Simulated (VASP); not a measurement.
# SnSe2 (P-3m1) in VASP: settings compared

The runs below take SnSe2 through single point, with PBE, r2SCAN.

Program: VASP 6.6.1. These are calculated values, not measurements. Logs are shortened: lines on timing, memory, paths and dates and some standing lists are left out, and cuts for length are marked.

## 1. The cell of the first run

Symmetry: P-3m1, No. 164, trigonal system. The conventional cell has a = 3.811 Å, b = 3.811 Å, c = 6.136 Å, α = 90.00°, β = 90.00°, γ = 120.00°. Sn (site symmetry -3m) has 6 Se at 2.68 Å within 3.5 Å. Se (site symmetry 3m) has 3 Sn at 2.68 Å within 3.5 Å.

## 2. Single point, PBE

INCAR reads:

```
  PREC = Accurate
  ENCUT = 500
  EDIFF = 1E-6
  ISMEAR = -1
  SIGMA = 0.03
  LREAL = False
  LASPH = True
  NELM = 120
  ALGO = Normal
  ISIF = 2
  LWAVE = False
  LCHARG = False
  GGA = PE
  NBANDS = 20
  GGA_COMPAT = False
```

KPOINTS reads:

```
Automatic mesh
0
Gamma
  5 5 3
```

POSCAR reads:

```
SnSe2
1.0
    3.8110000000      0.0000000000      0.0000000000
   -1.9055000000      3.3004228138      0.0000000000
    0.0000000000      0.0000000000      6.1360000000
Sn Se
1 2
Direct
    0.0000000000      0.0000000000      0.0000000000
    0.6666666667      0.3333333333      0.7510000000
    0.3333333333      0.6666666667      0.2490000000
```

Potentials or basis: VASP PAW PBE potentials, release 64 (Sn_d, Se).

Command:

```bash
> cat potpaw_PBE.64/Sn_d/POTCAR potpaw_PBE.64/Se/POTCAR > POTCAR
> mpirun -np 1 vasp_std > vasp.out
```

OUTCAR:

```text
PREC = Accurate
   ENCUT = 500
   EDIFF = 1E-6
   ISMEAR = -1
   LREAL = False
   LASPH = True
   NELM = 120
   ISIF = 2
   GGA = PE

 ion  position               nearest neighbor table
   1  0.000  0.000  0.000-   2 2.68   3 2.68   3 2.68   2 2.68   2 2.68   3 2.68
   2  0.667  0.333  0.751-   1 2.68   1 2.68   1 2.68
   3  0.333  0.667  0.249-   1 2.68   1 2.68   1 2.68

  LATTYP: Found a hexagonal cell.
 ALAT       =     3.8110000000
 C/A-ratio  =     1.6100760955

  Lattice vectors:

 A1 = (   3.8110000000,   0.0000000000,   0.0000000000)
 A2 = (  -1.9055000000,   3.3004228138,   0.0000000000)
 A3 = (   0.0000000000,   0.0000000000,   6.1360000000)

Analysis of symmetry for initial positions (statically):
=====================================================================
 Subroutine PRICEL returns:
 Original cell was already a primitive cell.

 Routine SETGRP: Setting up the symmetry group for a
 hexagonal supercell.

 Subroutine GETGRP returns: Found 12 space group operations
 (whereof 12 operations were pure point group operations)
 out of a pool of 24 trial point group operations.

The static configuration has the point symmetry D_3d.

Analysis of symmetry for dynamics (positions and initial velocities):
=====================================================================
 Subroutine PRICEL returns:
 Original cell was already a primitive cell.

 Routine SETGRP: Setting up the symmetry group for a
 hexagonal supercell.

 Subroutine GETGRP returns: Found 12 space group operations
 (whereof 12 operations were pure point group operations)
 out of a pool of 24 trial point group operations.

The dynamic configuration has the point symmetry D_3d.

 Subroutine INISYM returns: Found 12 space group operations
 (whereof 12 operations are pure point group operations),
 and found     1 'primitive' translations

----------------------------------------------------------------------------------------

                                     Primitive cell

  volume of cell :      77.1781

  direct lattice vectors                    reciprocal lattice vectors
     3.811000000  0.000000000  0.000000000     0.262398321  0.151495741  0.000000000
    -1.905500000  3.300422814  0.000000000     0.000000000  0.302991482  0.000000000
     0.000000000  0.000000000  6.136000000     0.000000000  0.000000000  0.162972621

  length of vectors
     3.811000000  3.811000000  6.136000000     0.302991482  0.302991482  0.162972621

  position of ions in fractional coordinates (direct lattice)
     0.000000000  0.000000000  0.000000000
     0.666666667  0.333333333  0.751000000
     0.333333333  0.666666667  0.249000000

  ion indices of the primitive-cell ions
   primitive index   ion index
                 1           1
                 2           2
                 3           3

----------------------------------------------------------------------------------------

 KPOINTS: Automatic mesh

Automatic generation of k-mesh.
 Grid dimensions read from file:
 generate k-points for:    5    5    3

 Generating k-lattice:

  Cartesian coordinates                     Fractional coordinates (reciprocal lattice)
     0.052479664  0.030299148  0.000000000     0.200000000  0.000000000  0.000000000
     0.000000000  0.060598296  0.000000000     0.000000000  0.200000000  0.000000000
     0.000000000  0.000000000  0.054324207     0.000000000  0.000000000  0.333333333

  Length of vectors
     0.060598296  0.060598296  0.054324207

  Shift w.r.t. Gamma in fractional coordinates (k-lattice)
     0.000000000  0.000000000  0.000000000

 Subroutine IBZKPT returns following result:
 ===========================================

 Found     12 irreducible k-points:

 Following reciprocal coordinates:
            Coordinates               Weight
  0.000000  0.000000  0.000000      1.000000
  0.200000 -0.000000  0.000000      6.000000
  0.400000 -0.000000  0.000000      6.000000
  0.200000  0.200000  0.000000      6.000000
  0.400000  0.200000  0.000000      6.000000
  0.000000  0.000000  0.333333      2.000000
  0.200000 -0.000000  0.333333      6.000000
  0.000000  0.200000  0.333333      6.000000
  0.400000 -0.000000  0.333333      6.000000
  0.000000  0.400000  0.333333      6.000000
  0.200000  0.200000  0.333333     12.000000
  0.400000  0.200000  0.333333     12.000000
   k-points           NKPTS =     12   k-points in BZ     NKDIM =     12   number of bands    NBANDS=     20
   number of dos      NEDOS =    301   number of ions     NIONS =      3
   total plane-waves  NPLWV =  37632
   dimension x,y,z NGX =    28 NGY =   28 NGZ =   48
   dimension x,y,z NGXF=    56 NGYF=   56 NGZF=   96
   ions per type =               1   2
   NGX,Y,Z   is equivalent  to a cutoff of  12.21, 12.21, 13.00 a.u.
   NGXF,Y,Z  is equivalent  to a cutoff of  24.43, 24.43, 26.01 a.u.
 SYSTEM =  unknown system
   PREC   = accura    normal or accurate (medium, high low for compatibility)
   ISTART =      0    job   : 0-new  1-cont  2-samecut
   ICHARG =      2    charge: 1-file 2-atom 10-const
   ISPIN  =      1    spin polarized calculation?
   LNONCOLLINEAR =      F non collinear calculations
   LSORBIT =      F    spin-orbit coupling
   LASPH  =      T    aspherical Exc in radial PAW
   ENCUT  =  500.0 eV  36.75 Ry    6.06 a.u.   6.95  6.95 11.19*2*pi/ulx,y,z
   NELM   =    120;   NELMIN=  2; NELMDL= -5     # of ELM steps
   EDIFF  = 0.1E-05   stopping-criterion for ELM
   LREAL  =      F    real-space projection
   EDIFFG = 0.1E-04   stopping-criterion for IOM
   NSW    =      0    number of steps for IOM
   IBRION =     -1    ionic relax: 0-MD 1-quasi-New 2-CG
   NFREE  =      0    steps in history (QN), initial steepest desc. (CG)
   ISIF   =      2    stress and relaxation
   ISYM   =      2    0-nonsym 1-usesym 2-fastsym
   POTIM  = 0.5000    time-step for ionic-motion
   TEBEG  =    0.0;   TEEND  =   0.0 temperature during run
   PSTRESS=    0.0 pullay stress
   NELECT =      26.0000    total number of electrons
   NUPDOWN=      -1.0000    fix difference up-down
   EMIN   =  10.00;   EMAX   =-10.00  energy-range for DOS
   EFERMI =   0.00;   METHOD = LEGACY
   ISMEAR =    -1;   SIGMA  =   0.03  broadening in eV -4-tet -1-fermi 0-gaus
   EFERMI_NEDOS =   21; number of points for ismear=-14 and -15
   IALGO  =     38    algorithm
   IMIX   =      4    mixing-type and parameters
     AMIX     =   0.40;   BMIX     =  1.00
     AMIX_MAG =   1.60;   BMIX_MAG =  1.00
  volume/ion in A,a.u.               =      25.73       173.61
  Fermi-wavevector in a.u.,A,eV,Ry     =   1.139116  2.152617 17.654722  1.297585
  Thomas-Fermi vector in A             =   2.275820
   LORBIT       =      0    0 simple, 1 ext, 2 COOP (PROOUT), +10 PAW based schemes
   GGA     = PE    functional components
   LHFCALC =     F    Hartree Fock is set to
   AEXX    =    0.0000 exact exchange contribution
   IVDW    =     0    specifies the selected vdW correction
   LEPSILON=     F    determine dielectric tensor
   LRPA    =     F    only Hartree local field effects (RPA)
 non-spin polarized calculation
  energy-cutoff  :      500.00
  volume of cell :       77.18
 maximum number of plane-waves:      1971
 NGX is ok and might be reduce to    28
   NGX = 13   NGY = 13   NGZ = 23

 number of electron      26.0000006 magnetization

 Free energy of the ion-electron system (eV)
  ---------------------------------------------------
  ext. energy  EPLUGINS =         0.00000000
  ---------------------------------------------------
  free energy    TOTEN  =       -11.71164408 eV

  energy without entropy =      -11.71164395  energy(sigma->0) =      -11.71164401

 E-fermi :   4.5527     XC(G=0):  -9.4500

 val. band max:        4.1771409101   @ k =   0.0000   0.0000   0.0000
 cond. band min:       4.9693376774   @ k =   0.0000   0.4000   0.3333
 fundamental gap:      0.7921967673
 Fermi energy:         4.5526566483

 k-point     1 :       0.0000    0.0000    0.0000
  band No.  band energies     occupation
      1     -17.0991      2.00000
      2     -17.0991      2.00000
      3     -17.0625      2.00000
      4     -17.0464      2.00000
      5     -17.0464      2.00000
      6      -9.8200      2.00000
[... 12 lines left out ...]
     19      13.1158      0.00000
     20      13.1158      0.00000

 k-point     2 :       0.2000   -0.0000    0.0000
  band No.  band energies     occupation
      1     -17.1190      2.00000
      2     -17.0884      2.00000
      3     -17.0571      2.00000
      4     -17.0480      2.00000
      5     -17.0418      2.00000
      6      -9.4264      2.00000
[... 12 lines left out ...]
     19      12.3162      0.00000
     20      13.4974      0.00000

 k-point     3 :       0.4000   -0.0000    0.0000
  band No.  band energies     occupation
      1     -17.1544      2.00000
      2     -17.0809      2.00000
      3     -17.0673      2.00000
      4     -17.0282      2.00000
      5     -17.0241      2.00000
      6      -8.4604      2.00000
[... 12 lines left out ...]
     19      13.7582      0.00000
     20      14.4086      0.00000

 k-point     4 :       0.2000    0.2000    0.0000
  band No.  band energies     occupation
      1     -17.1357      2.00000
      2     -17.0920      2.00000
      3     -17.0561      2.00000
      4     -17.0457      2.00000
      5     -17.0256      2.00000
      6      -8.7248      2.00000
[... 153 lines left out ...]
 k-point    11 :       0.2000    0.2000    0.3333
  band No.  band energies     occupation
      1     -17.1358      2.00000
      2     -17.0921      2.00000
      3     -17.0562      2.00000
      4     -17.0457      2.00000
      5     -17.0256      2.00000
      6      -8.6243      2.00000
[... 12 lines left out ...]
     19      11.8932      0.00000
     20      13.2016      0.00000

 k-point    12 :       0.4000    0.2000    0.3333
  band No.  band energies     occupation
      1     -17.1431      2.00000
      2     -17.0991      2.00000
      3     -17.0572      2.00000
      4     -17.0300      2.00000
      5     -17.0267      2.00000
      6      -7.9015      2.00000
[... 12 lines left out ...]
     19      13.0072      0.00000
     20      14.2178      0.00000

------------------------ aborting loop because EDIFF is reached ----------------------------------------

  FORCE on cell =-STRESS in cart. coord.  units (eV):
  Direction    XX          YY          ZZ          XY          YZ          ZX
  --------------------------------------------------------------------------------------
  -------------------------------------------------------------------------------------
  Total        2.5860124      2.5860124      3.1454640     -0.0000000      0.0000000     -0.0000000
  in kB       53.6843019     53.6843019     65.2982314     -0.0000000      0.0000000     -0.0000000
  external PRESSURE =      57.5556117 kB  Pullay stress =       0.0000000 kB

 VOLUME and BASIS-vectors are now :
 -----------------------------------------------------------------------------
  energy-cutoff  :      500.00
  volume of cell :       77.18
      direct lattice vectors                 reciprocal lattice vectors
     3.811000000  0.000000000  0.000000000     0.262398321  0.151495741  0.000000000
    -1.905500000  3.300422814  0.000000000     0.000000000  0.302991482  0.000000000
     0.000000000  0.000000000  6.136000000     0.000000000  0.000000000  0.162972621

 POSITION                                       TOTAL-FORCE (eV/Angst)
 -----------------------------------------------------------------------------------
      0.00000      0.00000      0.00000         0.000000      0.000000      0.000000
      1.90550      1.10014      4.60814         0.000000      0.000000     -0.760088
     -0.00000      2.20028      1.52786        -0.000000      0.000000      0.760088
 -----------------------------------------------------------------------------------
    total drift:                                0.000000      0.000000      0.000000

  FREE ENERGIE OF THE ION-ELECTRON SYSTEM (eV)
  ---------------------------------------------------
  free  energy   TOTEN  =       -11.7116440793 eV

  energy  without entropy=      -11.7116439478  energy(sigma->0) =      -11.71164401
```

Run time: 18 s. Hardware: 1 thread of Intel Xeon Platinum 8559C (Emerald Rapids), shared host; peak memory 0.18 GiB.

Results:

```yaml
Free_energy: -11.7116 eV
Pressure: 5.8 GPa
Largest_force: 0.760 eV/Å
Band_gap_on_the_k_mesh: 0.79 eV (least direct gap 1.09 eV)
```

Forces on the atoms (eV/Å):
```
Sn   0.000  0.000  0.000
Se   0.000  0.000 -0.760
Se   0.000  0.000  0.760
```

Stress tensor (GPa, compression positive):
```
5.37 0.00 0.00
0.00 5.37 0.00
0.00 0.00 6.53
```

Caveat: the cell stands under pressure; spin-orbit coupling is left out, which moves the levels of the heavy elements; an odd mesh through Γ misses points on the zone boundary, where band edges can lie; this functional lacks dispersion, which binds the layers, so the pressure and a relaxed spacing across them are unreliable.

## 3. Single point, r2SCAN, non-collinear spin, zero start, spin-orbit coupling

POSCAR is that of step 2.

INCAR.step1 reads:

```
ALGO = Normal ; EDIFF = 1E-5
ENCUT = 550 ; GGA = PE
GGA_COMPAT = F ; ISMEAR = -1
LASPH = T ; LCHARG = F
LNONCOLLINEAR = T ; LREAL = F
LSORBIT = T ; LWAVE = T
MAGMOM = 0 0 0 0 0 0 0 0 0 ; NBANDS = 39
NELM = 200 ; PREC = Accurate
SIGMA = 0.05
```

INCAR.step2 reads:

```
ALGO = Normal ; EDIFF = 1E-6
ENCUT = 550 ; GGA_COMPAT = F
ISIF = 2 ; ISMEAR = -1
ISTART = 1 ; LASPH = T
LCHARG = F ; LMIXTAU = T
LNONCOLLINEAR = T ; LORBIT = 11
LORBMOM = T ; LREAL = F
LSORBIT = T ; LWAVE = F
MAGMOM = 0 0 0 0 0 0 0 0 0 ; METAGGA = R2SCAN
NBANDS = 39 ; NELM = 200
PREC = Accurate ; SIGMA = 0.05
```

KPOINTS reads:

```
k-points
0
Gamma
  8 8 5
```

Potentials or basis: VASP PAW PBE potentials, release 64 (Sn_d, Se).

Command:

```bash
> cat potpaw_PBE.64/Sn_d/POTCAR potpaw_PBE.64/Se/POTCAR > POTCAR
> cp INCAR.step1 INCAR
> mpirun -np 1 vasp_ncl > vasp.out
> cp INCAR.step2 INCAR
> mpirun -np 1 vasp_ncl > vasp.out
```

OUTCAR:

```text
EDIFF = 1E-6
   ENCUT = 550
   ISIF = 2
   ISMEAR = -1
   ISTART = 1
   LASPH = T
   LNONCOLLINEAR = T
   LORBIT = 11
   LREAL = F
   LSORBIT = T
   METAGGA = R2SCAN
   NELM = 200
   PREC = Accurate

 ion  position               nearest neighbor table
   1  0.000  0.000  0.000-   2 2.68   3 2.68   3 2.68   2 2.68   2 2.68   3 2.68
   2  0.667  0.333  0.751-   1 2.68   1 2.68   1 2.68
   3  0.333  0.667  0.249-   1 2.68   1 2.68   1 2.68

  LATTYP: Found a hexagonal cell.
 ALAT       =     3.8110000000
 C/A-ratio  =     1.6100760955

  Lattice vectors:

 A1 = (   3.8110000000,   0.0000000000,   0.0000000000)
 A2 = (  -1.9055000000,   3.3004228138,   0.0000000000)
 A3 = (   0.0000000000,   0.0000000000,   6.1360000000)
[... 1310 lines left out ...]
     0.0000000     0.0000000     0.0000000     0.0000000     0.0000000     0.0000000     0.0000000
     0.0000000     0.0000000     0.0000000     0.0000000     0.0000000     0.0000000     0.0000000
     0.0000000     0.0000000     0.0000000     0.0000000     0.0000000     0.0000000     0.0000000
     0.0000000     0.0000000     0.0000000     0.0000000     0.0000000     0.0000000     0.0000000
     0.0000000     0.0000000     0.0000000     0.0000000     0.0000000     0.0000000     0.0000000

 total charge

# of ion       s       p       d       tot
------------------------------------------
    1        1.013   1.090  10.123  12.225
    2        1.479   2.384   0.030   3.893
    3        1.479   2.384   0.030   3.893
--------------------------------------------------
tot          3.972   5.858  10.183  20.012

 magnetization (x)

# of ion       s       p       d       tot
------------------------------------------
    1        0.000  -0.000   0.000  -0.000
    2       -0.000   0.000  -0.000  -0.000
    3       -0.000   0.000  -0.000  -0.000
--------------------------------------------------
tot         -0.000  -0.000  -0.000  -0.000

 magnetization (y)

# of ion       s       p       d       tot
------------------------------------------
    1        0.000   0.000   0.000   0.000
    2        0.000  -0.000  -0.000  -0.000
    3        0.000  -0.000  -0.000  -0.000
--------------------------------------------------
tot          0.000  -0.000  -0.000  -0.000

 magnetization (z)

# of ion       s       p       d       tot
------------------------------------------
    1        0.000   0.000   0.000   0.000
    2        0.000   0.000   0.000   0.000
    3        0.000   0.000   0.000   0.000
--------------------------------------------------
tot          0.000   0.000   0.000   0.000
```

OUTCAR.step1:

```text
EDIFF = 1E-5
   ENCUT = 550
   GGA = PE
   ISMEAR = -1
   LASPH = T
   LNONCOLLINEAR = T
   LREAL = F
   LSORBIT = T
[... 1297 lines left out ...]
     0.0000000     0.0000000     0.0000000     0.0000000     0.0000000     0.0000000     0.0000000
     0.0000000     0.0000000     0.0000000     0.0000000     0.0000000     0.0000000     0.0000000
     0.0000000     0.0000000     0.0000000     0.0000000     0.0000000     0.0000000     0.0000000
     0.0000000     0.0000000     0.0000000     0.0000000     0.0000000     0.0000000     0.0000000
     0.0000000     0.0000000     0.0000000     0.0000000     0.0000000     0.0000000     0.0000000

=======================================================================

 ========================================================
```

Wall time 12 min (1 thread of Intel Xeon 6975P-C (Granite Rapids), shared host); peak memory 0.56 GiB.

What came out:

| Quantity | Value |
| --- | --- |
| Free energy | -54.6688 eV |
| Pressure | 3.7 GPa |
| Largest force | 0.537 eV/Å |
| Net moment | 0.00 μB per cell |
| Valence electrons inside the program's atomic spheres | Sn 12.22; Se 3.89 |

Forces in eV/Å, atoms in the order of the input:
```
Sn   0.000  0.000  0.000
Se   0.000  0.000 -0.537
Se   0.000  0.000  0.537
```

Stress tensor (GPa, compression positive):
```
3.20 0.00 0.00
0.00 3.20 0.00
0.00 0.00 4.66
```

Moments on the atoms (μB; x, y, z):
```
Sn  0.00 0.00 0.00
Se  0.00 0.00 0.00
Se  0.00 0.00 0.00
```

Caveat: the cell stands under pressure; the PAW data sets were made with another functional, which shifts forces and pressure a little.
